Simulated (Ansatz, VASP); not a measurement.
Two plane-wave programs on W2Se

```
W Se
1.0
     3.18070    0.00000    0.00000
    -1.59035    2.75457    0.00000
     0.00000    0.00000   12.66228
W Se
4 2
Direct
  0.00000 0.00000 0.58642
  0.00000 0.00000 0.08642
  0.33333 0.66667 0.72983
  0.66667 0.33333 0.22983
  0.00000 0.00000 0.37759
  0.00000 0.00000 0.87759
```

Alike in both runs: functional PBE; k mesh 12 × 12 × 4; occupations gaussian, width 0.1 eV; no spin polarisation.

Ansatz relaxed the structure, and its values are those at the end. VASP's run is a single point on that final structure, the one shown.

```csv
,VASP,Ansatz
version,VASP 6.6.1,Ansatz 0.2.0
potentials or method,"VASP PAW PBE potentials, release 64 (W_sv, Se), cutoff 520 eV","scalar-relativistic, plane waves, PAW"
valence electrons in the cell,68,88
```

|  | VASP | Ansatz | Ansatz less VASP |
| --- | --- | --- | --- |
| gap on the k mesh at the Fermi level (eV) | none | none | - |
| pressure (GPa) | 0.4 | 0.0 | -0.41 |
| rms of the force components (eV/Å) | 0.014 | 0.000 | -0.0139 |

A gap of «none» marks a metal or a gap that the smearing closes. With one functional, cell and mesh, what is left measures potentials, basis and numerics. VASP's potentials hold 68 valence electrons a cell and Ansatz's 88, so a difference there can come from the potentials and not from the codes.

Spin-orbit coupling is off throughout.
